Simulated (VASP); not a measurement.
# TePt in VASP: further runs

TePt is run at these levels: PBE; tasks: single point.

Everything below comes from runs of VASP 6.6.1. Logs are shortened: lines on timing, memory, paths and dates and some standing lists are left out, and cuts for length are marked.

### 1 The cell of the first run

The cell holds a sheet with vacuum, 2 atoms: a = 4.085 Å, b = 4.085 Å, c = 26.238 Å, α = 90.00°, β = 90.00°, γ = 120.00°.

### 2 Single point, PBE

INCAR

```
SYSTEM = TePt
ALGO = Normal
DIPOL = 0.5 0.5 0.305
EDIFF = 1E-7
ENCUT = 520
GGA = PE
IDIPOL = 3
ISIF = 2
ISMEAR = 0
LASPH = .True.
LCHARG = .True.
LDIPOL = .True.
LELF = .True.
LREAL = .False.
LVACPOTAV = .True.
LVHAR = .True.
LWAVE = .False.
NBANDS = 15
NELM = 60
PREC = Accurate
SIGMA = 0.1
```

KPOINTS

```
k-points
0
Gamma
  6 6 1
  0 0 0
```

POSCAR

```
TePt
1.0
    4.0845988108      0.0000000000      0.0000000000
   -2.0422994054      3.5373663344      0.0000000000
    0.0000000000      0.0000000000     26.2379372800
Te Pt
1 1
Direct
    0.6666666667      0.3333333333      0.3234478229
    0.0000000000      0.0000000000      0.2863562112
```

Potentials or basis: VASP PAW PBE potentials, release 64 (Te, Pt).

Run with:

```sh
cat potpaw_PBE.64/Te/POTCAR potpaw_PBE.64/Pt/POTCAR > POTCAR
mpirun -np 1 vasp_std > vasp.out
```

OUTCAR:

```text
SYSTEM = TePt
   EDIFF = 1E-7
   ENCUT = 520
   GGA = PE
   ISIF = 2
   ISMEAR = 0
   LASPH = .True.
   LREAL = .False.
   NELM = 60
   PREC = Accurate

 ion  position               nearest neighbor table
   1  0.667  0.333  0.323-   2 2.55   2 2.55   2 2.55
   2  0.000  0.000  0.286-   1 2.55   1 2.55   1 2.55

  LATTYP: Found a hexagonal cell.
 ALAT       =     4.0845988108
 C/A-ratio  =     6.4236265287

  Lattice vectors:

 A1 = (   4.0845988108,   0.0000000000,   0.0000000000)
 A2 = (  -2.0422994054,   3.5373663344,   0.0000000000)
 A3 = (   0.0000000000,   0.0000000000,  26.2379372800)

Analysis of symmetry for initial positions (statically):
=====================================================================
 Subroutine PRICEL returns:
 Original cell was already a primitive cell.

 Routine SETGRP: Setting up the symmetry group for a
 hexagonal supercell.

 Subroutine GETGRP returns: Found  6 space group operations
 (whereof  6 operations were pure point group operations)
 out of a pool of 24 trial point group operations.

The static configuration has the point symmetry C_3v.

Analysis of symmetry for dynamics (positions and initial velocities):
=====================================================================
 Subroutine PRICEL returns:
 Original cell was already a primitive cell.

 Routine SETGRP: Setting up the symmetry group for a
 hexagonal supercell.

 Subroutine GETGRP returns: Found  6 space group operations
 (whereof  6 operations were pure point group operations)
 out of a pool of 24 trial point group operations.

The dynamic configuration has the point symmetry C_3v.

 Subroutine INISYM returns: Found  6 space group operations
 (whereof  6 operations are pure point group operations),
 and found     1 'primitive' translations

----------------------------------------------------------------------------------------

                                     Primitive cell

  volume of cell :     379.1047

  direct lattice vectors                    reciprocal lattice vectors
     4.084598811  0.000000000  0.000000000     0.244822086  0.141348097  0.000000000
    -2.042299405  3.537366334  0.000000000     0.000000000  0.282696194  0.000000000
     0.000000000  0.000000000 26.237937280     0.000000000  0.000000000  0.038112752

  length of vectors
     4.084598811  4.084598811 26.237937280     0.282696194  0.282696194  0.038112752

  position of ions in fractional coordinates (direct lattice)
     0.666666667  0.333333333  0.323447823
     0.000000000  0.000000000  0.286356211

  ion indices of the primitive-cell ions
   primitive index   ion index
                 1           1
                 2           2

----------------------------------------------------------------------------------------

 KPOINTS: k-points

Automatic generation of k-mesh.
 Grid dimensions read from file:
 generate k-points for:    6    6    1

 Generating k-lattice:

  Cartesian coordinates                     Fractional coordinates (reciprocal lattice)
     0.040803681  0.023558016  0.000000000     0.166666667  0.000000000  0.000000000
     0.000000000  0.047116032  0.000000000     0.000000000  0.166666667  0.000000000
     0.000000000  0.000000000  0.038112752     0.000000000  0.000000000  1.000000000

  Length of vectors
     0.047116032  0.047116032  0.038112752

  Shift w.r.t. Gamma in fractional coordinates (k-lattice)
     0.000000000  0.000000000  0.000000000

 Subroutine IBZKPT returns following result:
 ===========================================

 Found      7 irreducible k-points:

 Following reciprocal coordinates:
            Coordinates               Weight
  0.000000  0.000000  0.000000      1.000000
  0.166667 -0.000000  0.000000      6.000000
  0.333333 -0.000000  0.000000      6.000000
  0.500000 -0.000000  0.000000      3.000000
  0.166667  0.166667  0.000000      6.000000
  0.333333  0.166667  0.000000     12.000000
  0.333333  0.333333  0.000000      2.000000
   k-points           NKPTS =      7   k-points in BZ     NKDIM =      7   number of bands    NBANDS=     15
   number of dos      NEDOS =    301   number of ions     NIONS =      2
   total plane-waves  NPLWV = 176400
   dimension x,y,z NGX =    30 NGY =   30 NGZ =  196
   dimension x,y,z NGXF=    60 NGYF=   60 NGZF=  392
   ions per type =               1   1
   NGX,Y,Z   is equivalent  to a cutoff of  12.21, 12.21, 12.42 a.u.
   NGXF,Y,Z  is equivalent  to a cutoff of  24.42, 24.42, 24.84 a.u.
 SYSTEM =  TePt
   PREC   = accura    normal or accurate (medium, high low for compatibility)
   ISTART =      0    job   : 0-new  1-cont  2-samecut
   ICHARG =      2    charge: 1-file 2-atom 10-const
   ISPIN  =      1    spin polarized calculation?
   LNONCOLLINEAR =      F non collinear calculations
   LSORBIT =      F    spin-orbit coupling
   LASPH  =      T    aspherical Exc in radial PAW
   ENCUT  =  520.0 eV  38.22 Ry    6.18 a.u.   7.59  7.59 48.79*2*pi/ulx,y,z
   NELM   =     60;   NELMIN=  2; NELMDL= -5     # of ELM steps
   EDIFF  = 0.1E-06   stopping-criterion for ELM
   LREAL  =      F    real-space projection
   EDIFFG = 0.1E-05   stopping-criterion for IOM
   NSW    =      0    number of steps for IOM
   IBRION =     -1    ionic relax: 0-MD 1-quasi-New 2-CG
   NFREE  =      0    steps in history (QN), initial steepest desc. (CG)
   ISIF   =      2    stress and relaxation
   ISYM   =      2    0-nonsym 1-usesym 2-fastsym
   POTIM  = 0.5000    time-step for ionic-motion
   TEBEG  =    0.0;   TEEND  =   0.0 temperature during run
   PSTRESS=    0.0 pullay stress
   NELECT =      16.0000    total number of electrons
   NUPDOWN=      -1.0000    fix difference up-down
   EMIN   =  10.00;   EMAX   =-10.00  energy-range for DOS
   EFERMI =   0.00;   METHOD = LEGACY
   ISMEAR =     0;   SIGMA  =   0.10  broadening in eV -4-tet -1-fermi 0-gaus
   EFERMI_NEDOS =   21; number of points for ismear=-14 and -15
   IALGO  =     38    algorithm
   IMIX   =      4    mixing-type and parameters
     AMIX     =   0.40;   BMIX     =  1.00
     AMIX_MAG =   1.60;   BMIX_MAG =  1.00
  volume/ion in A,a.u.               =     189.55      1279.16
  Fermi-wavevector in a.u.,A,eV,Ry     =   0.569983  1.077111  4.420267  0.324880
  Thomas-Fermi vector in A             =   1.609848
   LORBIT       =      0    0 simple, 1 ext, 2 COOP (PROOUT), +10 PAW based schemes
   GGA     = PE    functional components
   LHFCALC =     F    Hartree Fock is set to
   AEXX    =    0.0000 exact exchange contribution
   IVDW    =     0    specifies the selected vdW correction
   LEPSILON=     F    determine dielectric tensor
   LRPA    =     F    only Hartree local field effects (RPA)
 non-spin polarized calculation
 Gauss-broadening in eV      SIGMA  =   0.10
  energy-cutoff  :      520.00
  volume of cell :      379.10
 maximum number of plane-waves:     10271
   NGX = 15   NGY = 15   NGZ = 97

 dipolmoment           0.000000      0.000000      0.013142 electrons x Angstroem

 number of electron      16.0000000 magnetization

 dipolmoment           0.000000      0.000000     -0.034618 electrons x Angstroem

 Free energy of the ion-electron system (eV)
  ---------------------------------------------------
  ext. energy  EPLUGINS =         0.00000000
  ---------------------------------------------------
  free energy    TOTEN  =        -8.73351065 eV

  energy without entropy =       -8.71510577  energy(sigma->0) =       -8.72430821

 E-fermi :  -3.2147     XC(G=0):  -1.8942

 val. band max:       -3.5682500336   @ k =   0.3333   0.3333   0.0000
 cond. band min:      -3.1998344043   @ k =   0.3333   0.1667   0.0000
 fundamental gap:      0.3684156293
 Fermi energy:        -3.2147252102

 k-point     1 :       0.0000    0.0000    0.0000
  band No.  band energies     occupation
      1     -15.5437      2.00000
      2      -7.9356      2.00000
      3      -7.9356      2.00000
      4      -7.4875      2.00000
      5      -5.8043      2.00000
      6      -5.8043      2.00000
      7      -4.6632      2.00000
      8      -1.0625      0.00000
      9      -1.0625      0.00000
     10      -0.8314      0.00000
     11       0.8187      0.00000
     12       1.1730      0.00000
     13       1.6368      0.00000
     14       2.0626      0.00000
     15       2.3166      0.00000

 k-point     2 :       0.1667   -0.0000    0.0000
  band No.  band energies     occupation
      1     -15.3640      2.00000
      2      -8.1615      2.00000
      3      -7.8133      2.00000
      4      -7.2941      2.00000
      5      -5.8727      2.00000
      6      -5.8339      2.00000
      7      -4.5990      2.00000
      8      -2.5068      0.00000
      9      -1.5761      0.00000
     10      -0.4954      0.00000
     11       1.3185      0.00000
     12       1.7329      0.00000
     13       1.9797      0.00000
     14       2.3127      0.00000
     15       2.6443      0.00000

 k-point     3 :       0.3333   -0.0000    0.0000
  band No.  band energies     occupation
      1     -14.9638      2.00000
      2      -8.5777      2.00000
      3      -7.5582      2.00000
      4      -6.8748      2.00000
      5      -5.8724      2.00000
      6      -5.8351      2.00000
      7      -4.8306      2.00000
      8      -3.9347      2.00000
      9      -2.5015      0.00000
     10      -0.4487      0.00000
     11       1.2403      0.00000
     12       2.3025      0.00000
     13       2.9123      0.00000
     14       3.0049      0.00000
     15       3.6034      0.00000
[... 37 lines left out ...]
 k-point     6 :       0.3333    0.1667    0.0000
  band No.  band energies     occupation
      1     -14.7434      2.00000
      2      -8.5412      2.00000
      3      -7.6324      2.00000
      4      -6.7529      2.00000
      5      -5.9908      2.00000
      6      -5.6263      2.00000
      7      -5.1403      2.00000
      8      -4.3112      2.00000
      9      -3.1998      0.83321
     10      -0.5296      0.00000
     11       2.2660      0.00000
     12       3.0250      0.00000
     13       3.2336      0.00000
     14       3.8077      0.00000
     15       3.9882      0.00000

 k-point     7 :       0.3333    0.3333    0.0000
  band No.  band energies     occupation
      1     -14.6306      2.00000
      2      -8.1420      2.00000
      3      -7.9577      2.00000
      4      -6.7374      2.00000
      5      -6.3817      2.00000
      6      -5.5515      2.00000
      7      -5.1624      2.00000
      8      -4.2517      2.00000
      9      -3.5683      2.00000
     10      -0.4381      0.00000
     11       1.9106      0.00000
     12       3.7317      0.00000
     13       4.0209      0.00000
     14       4.6434      0.00000
     15       4.6584      0.00000

------------------------ aborting loop because EDIFF is reached ----------------------------------------

 vacuum level on the upper side and lower side of the slab       (xc-potential included)        -0.240         0.059

  FORCE on cell =-STRESS in cart. coord.  units (eV):
  Direction    XX          YY          ZZ          XY          YZ          ZX
  --------------------------------------------------------------------------------------
  -------------------------------------------------------------------------------------
  Total       -0.0419520     -0.0419520     -0.0139246      0.0000000     -0.0000000      0.0000000
  in kB       -0.1772983     -0.1772983     -0.0588484      0.0000000     -0.0000000      0.0000000
  external PRESSURE =      -0.1378150 kB  Pullay stress =       0.0000000 kB

 VOLUME and BASIS-vectors are now :
 -----------------------------------------------------------------------------
  energy-cutoff  :      520.00
  volume of cell :      379.10
      direct lattice vectors                 reciprocal lattice vectors
     4.084598811  0.000000000  0.000000000     0.244822086  0.141348097  0.000000000
    -2.042299405  3.537366334  0.000000000     0.000000000  0.282696194  0.000000000
     0.000000000  0.000000000 26.237937280     0.000000000  0.000000000  0.038112752

 POSITION                                       TOTAL-FORCE (eV/Angst)
 -----------------------------------------------------------------------------------
      2.04230      1.17912      8.48660         0.000000     -0.000000      0.000228
      0.00000      0.00000      7.51340        -0.000000      0.000000     -0.000228
 -----------------------------------------------------------------------------------
    total drift:                               -0.000000      0.000000     -0.000143

  FREE ENERGIE OF THE ION-ELECTRON SYSTEM (eV)
  ---------------------------------------------------
  free  energy   TOTEN  =        -8.7335106489 eV

  energy  without entropy=       -8.7151057749  energy(sigma->0) =       -8.72430821

 vacuum level on the upper side and lower side of the slab         1.372         1.806
```

Wall time 2.8 min (1 thread of AMD EPYC 7R13, shared host); peak memory 0.4 GiB.

Results:

| Item | Value |
| --- | --- |
| Free energy | -8.7335 eV |
| Band gap on the k mesh | zero (bands 8 and 9 overlap by 2.51 eV) |
| Work function of the upper face | 4.59 eV |
| Work function of the lower face | 5.02 eV |

Caveat: spin-orbit coupling is left out, which moves the levels of the heavy elements.

### 3 Single point, PBE

INCAR: that of step 2 with these lines changed.

```diff
@@ -3,3 +3,3 @@
 DIPOL = 0.5 0.5 0.305
-EDIFF = 1E-7
+EDIFF = 1E-6
 ENCUT = 520
```

KPOINTS

```
k-points
0
Gamma
  18 18 1
  0 0 0
```

POSCAR

```
TePt
1.0
    4.0833712422      0.0000000000      0.0000000000
   -2.0416856211      3.5363032288      0.0000000000
    0.0000000000      0.0000000000     26.2379372800
Te Pt
1 1
Direct
    0.6666666667      0.3333333333      0.3235755403
    0.0000000000      0.0000000000      0.2862284938
```

Potentials or basis: VASP PAW PBE potentials, release 64 (Te, Pt).

Run with:

```sh
cat potpaw_PBE.64/Te/POTCAR potpaw_PBE.64/Pt/POTCAR > POTCAR
mpirun -np 1 vasp_std > vasp.out
```

It took 9.3 min on 1 thread of AMD EPYC 7R13, shared host; peak memory 0.55 GiB.

The run converged. Its results:

* Free energy: -8.7260 eV
* Largest force: 0.005 eV/Å
* Band gap on the k mesh: zero (bands 8 and 9 overlap by 2.49 eV)

Forces on the atoms (eV/Å):
```
Te   0.000  0.000 -0.005
Pt   0.000  0.000  0.005
```

Levels at points of the mesh, in eV from the Fermi level:
| k point | band 5 | band 6 | band 7 | band 8 | band 9 | band 10 | band 11 | band 12 |
| --- | --- | --- | --- | --- | --- | --- | --- | --- |
| (0.00, 0.00, 0.00) | -2.60 | -2.60 | -1.46 | 2.14 | 2.14 | 2.36 | 4.02 | 4.39 |
| (0.50, 0.00, 0.00) | -2.56 | -2.39 | -2.22 | -1.05 | 0.24 | 2.37 | 4.92 | 6.13 |

Caveat: spin-orbit coupling is left out, which moves the levels of the heavy elements.

### 4 Single point, PBE

INCAR

```
PREC     = Accurate       # precision mode
ENCUT    = 520            # plane-wave cutoff, eV
EDIFF    = 1E-6           # SCF threshold, eV
ISMEAR   = 0              # smearing method
SIGMA    = 0.1            # smearing width, eV
LREAL    = F              # projectors in reciprocal space
LASPH    = T              # aspherical terms in the spheres
NELM     = 100            # most SCF steps
ALGO     = Normal         # electronic algorithm
ISIF     = 2              # what is computed and relaxed
LWAVE    = F              # write WAVECAR
LCHARG   = F              # write CHGCAR
LDIPOL   = T            
IDIPOL   = 3            
DIPOL    = 0.5 0.5 0.305
GGA      = PE             # functional
NBANDS   = 15             # bands
```

KPOINTS

```
regular mesh
0
Gamma
  18 18 1
```

POSCAR

```
TePt
1.0
    4.0845988108      0.0000000000      0.0000000000
   -2.0422994054      3.5373663344      0.0000000000
    0.0000000000      0.0000000000     26.2379372800
Te Pt
1 1
Direct
    0.6666666667      0.3333333333      0.3234478229
    0.0000000000      0.0000000000      0.2863562112
```

Run with:

```sh
cat potpaw_PBE.64/Te/POTCAR potpaw_PBE.64/Pt/POTCAR > POTCAR
mpirun -np 1 vasp_std > vasp.out
```

It took 8.3 min on 1 thread of AMD EPYC 7R13, shared host; peak memory 0.55 GiB.

It converged, with:

```yaml
Free_energy: -8.7258 eV
Largest_force: 0.040 eV/Å
Band_gap_on_the_k_mesh: zero (bands 8 and 9 overlap by 2.50 eV)
```

Forces in eV/Å, atoms in the order of the input:
```
Te   0.000  0.000  0.040
Pt   0.000  0.000 -0.040
```

Levels at points of the mesh, in eV from the Fermi level:
| k point | band 4 | band 5 | band 6 | band 7 | band 8 | band 9 | band 10 | band 11 | band 12 | band 13 |
| --- | --- | --- | --- | --- | --- | --- | --- | --- | --- | --- |
| (0.00, 0.00, 0.00) | -4.27 | -2.59 | -2.59 | -1.45 | 2.15 | 2.15 | 2.39 | 4.03 | 4.40 | 4.84 |
| (0.50, 0.00, 0.00) | -3.46 | -2.57 | -2.39 | -2.23 | -1.04 | 0.24 | 2.39 | 4.93 | 6.15 | 6.85 |

Caveat: spin-orbit coupling is left out, which moves the levels of the heavy elements.

### 5 Overview

| cell | k mesh | gap on the mesh (eV) |
| --- | --- | --- |
| a = 4.085, b = 4.085, c = 26.238 Å, angles 90.0, 90.0, 120.0°, 2 atoms, atomic positions A | 6 × 6 × 1 | none |
| a = 4.083, b = 4.083, c = 26.238 Å, angles 90.0, 90.0, 120.0°, 2 atoms, atomic positions B | 18 × 18 × 1 | none |
| a = 4.085, b = 4.085, c = 26.238 Å, angles 90.0, 90.0, 120.0°, 2 atoms, atomic positions A | 18 × 18 × 1 | none |

Alike in all rows: task single point; level PBE; potentials or basis VASP PAW PBE potentials, release 64 (Te, Pt); no spin polarisation; cutoff (eV) 520; smearing gaussian 0.1 eV.

Caveats: spin-orbit coupling is left out, which moves the levels of the heavy elements.

Absolute energies hang on the potentials; compare differences alone.

The gap in the log of VASP goes by the Fermi energy; the results here count the filled bands.